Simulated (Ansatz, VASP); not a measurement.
**Two plane-wave programs on MgS**

Contents of INCAR:

```
SYSTEM = MgS
PREC = Accurate
ENCUT = 600
EDIFF = 1E-6
ISMEAR = 0
SIGMA = 0.02
LREAL = .FALSE.
LASPH = .TRUE.
NELM = 120
ALGO = Normal
ISIF = 2
LWAVE = .FALSE.
LCHARG = .FALSE.
GGA = PS
NBANDS = 11
GGA_COMPAT = .FALSE.
```

Contents of KPOINTS:

```
regular mesh
0
G
  4 4 4
  0 0 0
```

File POSCAR:

```
MgS
1.0
    0.0000000000      2.6016500000      2.6016500000
    2.6016500000      0.0000000000      2.6016500000
    2.6016500000      2.6016500000      0.0000000000
Mg S
1 1
Direct
    0.0048895494     -0.0022683989     -0.0014789672
    0.4962931845      0.5017196956      0.5011212197
```

Input for Ansatz:

```yaml
crystal:
  lattice:
    - [0.0, 2.60165, 2.60165]
    - [2.60165, 0.0, 2.60165]
    - [2.60165, 2.60165, 0.0]
  atoms:
    - { symbol: Mg, position: [0.004889549359533765, -0.0022683989249423597, -0.001478967234782392] }
    - { symbol: S, position: [0.4962931845201677, 0.5017196956362554, 0.5011212196716445] }
kpoints:
  mp_grid:
    grid: [4, 4, 4]
hamiltonian:
  xc: pbesol
scf:
  occupations:
    method: gaussian
    width: 0.02
output:
  forces: true
```

Alike in both runs: task single point; functional PBEsol; k mesh 4 × 4 × 4; occupations gaussian, width 0.02 eV; no spin polarisation.

|  | VASP | Ansatz |
| --- | --- | --- |
| version | VASP 6.6.1 | Ansatz 0.2.0 |
| potentials or method | VASP PAW PBE potentials, release 64 (Mg, S) | plane waves, PAW |
| plane-wave cutoff (eV) | 600 | 420 |
| valence electrons in the cell | 8 | 16 |

|  | VASP | Ansatz | Ansatz less VASP |
| --- | --- | --- | --- |
| rms of the force components (eV/Å) | 0.041 | 0.041 | -0.0001 |

VASP's potentials were made for PBE, not for PBEsol. Atom by atom the forces differ by 0.000 eV/Å (rms over components). The functional is the same, so the differences come from potentials, cutoffs and numerics. VASP's potentials hold 8 valence electrons a cell and Ansatz's 16, so a difference there can come from the potentials and not from the codes.

The k mesh is coarse, so the values compare programs but aren't converged.
